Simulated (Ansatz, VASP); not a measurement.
## Two plane-wave programs on TiC

```
CELL_PARAMETERS angstrom
0.00000 2.18772 2.18772
2.18772 0.00000 2.18772
2.18772 2.18772 0.00000
ATOMIC_POSITIONS crystal
Ti 0.00000 0.00000 0.00000
C 0.50000 0.50000 0.50000
```

Alike in both runs: task single point; functional PBEsol; k mesh 11 × 11 × 11; occupations fermi-dirac, width 0.15 eV; no spin polarisation.

```csv
,VASP,Ansatz
version,VASP 6.6.1,Ansatz 0.2.0
potentials or method,"VASP PAW PBE potentials, release 64 (Ti_sv, C), cutoff 600 eV","plane waves, PAW"
valence electrons in the cell,16,16
```

VASP gave:

```
pressure (GPa) : -13.4
```

Which values does Ansatz return?

Pressure (GPa): -13.5.

VASP's potentials were made for PBE, not for PBEsol.
